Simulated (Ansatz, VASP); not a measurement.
**One calculation of Ga3CuAg5Sn2Au, two programs**

```xyz
12
Lattice="-4.2443 -4.3861 0.0281 -0.0271 4.3863 4.1281 -4.1406 4.2933 -4.0425" Properties=species:S:1:pos:R:3 pbc="T T T"
Cu   -2.3593    2.1131    4.0133
Ga   -3.9734    0.1083    4.0434
Ga   -4.1798    2.2702    2.0485
Ga   -1.9520    4.2196    2.2861
Ag   -6.4521   -0.0408   -1.9817
Ag   -4.0911   -0.1040   -0.0495
Ag   -2.1180    0.1305    2.0130
Ag   -8.3110    2.1989   -1.7871
Ag   -4.3350    4.3212    0.0873
Sn   -4.5689    2.1413   -2.1292
Sn   -2.0205    2.2400    0.0264
Au   -6.2845    1.8629    0.4048
```

Alike in both runs: functional PBE; k mesh 4 × 4 × 3; occupations gaussian, width 0.1 eV; no spin polarisation.

Ansatz relaxed the structure, and its values are those at the end. VASP's run is a single point on that final structure, the one shown.

|  | VASP | Ansatz |
| --- | --- | --- |
| version | VASP 6.6.1 | Ansatz 0.2.0 |
| potentials or method | VASP PAW PBE potentials, release 64 (Cu, Ga_d, Ag, Sn_d, Au), cutoff 520 eV | scalar-relativistic, plane waves, PAW |
| valence electrons in the cell | 144 | 200 |

```csv
,VASP,Ansatz,Ansatz less VASP
gap on the k mesh at the Fermi level (eV),none,none,-
pressure (GPa),0.0,0.0,-0.04
rms of the force components (eV/Å),0.010,0.009,-0.0015
```

A gap of «none» marks a metal or a gap that the smearing closes. VASP's potentials hold 144 valence electrons a cell and Ansatz's 200, so a difference there can come from the potentials and not from the codes.

Spin-orbit coupling is off throughout.
